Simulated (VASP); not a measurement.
Here is a VASP 6.6.1 calculation.

File INCAR:

```
  ALGO = Normal
  EDIFF = 1E-6
  ENCUT = 520
  GGA = CA
  ISIF = 2
  ISMEAR = 0
  LASPH = True
  LCHARG = False
  LREAL = False
  LWAVE = False
  NBANDS = 12
  NELM = 80
  PREC = Accurate
  SIGMA = 0.15
```

KPOINTS

```
k-points
0
Gamma
  20 20 20
```

Contents of POSCAR:

```
Ti
1.0
   -1.5917700000      1.5917700000      1.6163850000
    1.5917700000     -1.5917700000      1.6163850000
    1.5917700000      1.5917700000     -1.6163850000
Ti
1
Direct
    0.0000000000      0.0000000000      0.0000000000
```

Potentials or basis: VASP PAW LDA potentials, release 64 (Ti_sv).

Run with:

```bash
$ cat potpaw_LDA.64/Ti_sv/POTCAR > POTCAR
$ mpirun -np 1 vasp_std > vasp.out
```

**Question.** Predict the pressure.

**Answer.** -3.8 GPa.

**Question.** Predict the band gap on the k mesh.

**Answer.** Zero (band 6 reaches 9.44 eV, above the bottom of band 7 at 7.77 eV).

Stress tensor (GPa, compression positive):
```
-3.84  0.00  0.00
 0.00 -3.84  0.00
 0.00  0.00 -3.58
```

Caveat: the cell differs from its parent crystal (strain -0.030 along x and y, -0.015 along z).
